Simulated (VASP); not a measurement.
Set up this calculation in VASP 6.6.1, as the native input.

```
Task                   : single point
Functional             : PBE
Potentials or basis    : VASP PAW PBE potentials, release 64 (Cs_sv)
Cutoff                 : 520 eV
k mesh                 : 5 × 5 × 2
Occupations            : fermi-dirac, width 0.1 eV
Spin                   : no spin polarisation
Dipole correction      : no
Further INCAR settings : ALGO = Normal; EDIFF = 1e-06; NBANDS = 26
```

The structure of Cs lies in POSCAR:

```
Cs
1.0
    2.0133180000      3.4871660000      0.0000000000
   -2.0133180000      3.4871660000      0.0000000000
    0.0000000000      0.0000000000     13.0396230000
Cs
4
Direct
    0.0000000000      0.0000000000      0.0000000000
    0.0000000000      0.0000000000      0.5000000000
    0.3333300000      0.3333400000      0.7500000000
    0.6666600000      0.6666700000      0.2500000000
```

This isn't the form of Cs at room conditions, which is bcc.

These files were run (other wordings do the same):

INCAR

```
PREC = Accurate
ENCUT = 520
EDIFF = 1E-6
ISMEAR = -1
SIGMA = 0.1
LREAL = False
LASPH = True
NELM = 100
ALGO = Normal
ISIF = 2
LWAVE = False
LCHARG = True
GGA = PE
LELF = True
LVHAR = True
NBANDS = 26
```

KPOINTS

```
Automatic mesh
0
Gamma
  5 5 2
```

Potentials or basis: VASP PAW PBE potentials, release 64 (Cs_sv).

Command:

```sh
$ cat potpaw_PBE.64/Cs_sv/POTCAR > POTCAR
$ mpirun -np 1 vasp_std > vasp.out
```

It gave:

| Item | Value |
| --- | --- |
| Pressure | 5.4 GPa |
| Band gap on the k mesh | zero (bands 18 and 19 overlap by 0.79 eV) |

Caveat: the k points lie up to 0.36 Å⁻¹ apart, too coarse for converged energies and pressures of a metal; spin-orbit coupling is left out, which moves the levels of the heavy elements.

Wall time 120 s on 1 thread of Intel Xeon 8259CL, with other jobs on the host, peak memory 0.29 GiB.
